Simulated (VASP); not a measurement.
TiSi2: single point with PBE-based screened hybrid

The system is TiSi2.

```
Ti Si
1.0
     4.37464    0.00000    0.00000
    -2.18732    3.78855    0.00000
     0.00000    0.00000    2.56101
Ti Si
1 2
Direct
  0.00000 0.00000 0.00000
  0.33333 0.66667 0.50000
  0.66667 0.33333 0.50000
```

```json
{
  "Program": "VASP 6.6.1",
  "Task": "single point",
  "Functional": "PBE-based screened hybrid",
  "Potentials or basis": "VASP PAW PBE potentials, release 64 (Ti_sv, Si)",
  "Cutoff": "520 eV",
  "k mesh": "4 × 4 × 5",
  "Occupations": "fermi-dirac, width 0.05 eV",
  "Spin": "no spin polarisation"
}
```

The pressure is -5.1 GPa and the band gap on the k mesh is zero (band 10 reaches 11.57 eV, above the bottom of band 11 at 8.13 eV).

Stress tensor (GPa, compression positive):
```
  2.70   0.00   0.00
  0.00   2.70   0.00
  0.00   0.00 -20.80
```

Levels at points of the mesh, in eV from the Fermi level:
| k point | band 7 | band 8 | band 9 | band 10 | band 11 | band 12 | band 13 | band 14 |
| --- | --- | --- | --- | --- | --- | --- | --- | --- |
| (0.00, 0.00, 0.00) | -6.94 | -6.71 | -3.29 | -2.05 | -2.05 | 5.14 | 5.14 | 5.23 |
| (0.50, 0.00, 0.00) | -7.21 | -5.89 | -2.08 | -0.74 | 3.88 | 4.19 | 4.75 | 5.16 |
| (0.50, 0.50, 0.00) | -7.21 | -5.89 | -2.08 | -0.74 | 3.88 | 4.19 | 4.75 | 5.16 |

Run time: 50 min on 1 thread of Intel(R) Xeon(R) Platinum 8375C CPU @ 2.90GHz (Ice Lake), with other jobs on the host, peak memory 0.29 GiB.

Caveat: the k points lie up to 0.49 Å⁻¹ apart; the PAW data sets were made with another functional, which shifts forces and pressure a little.
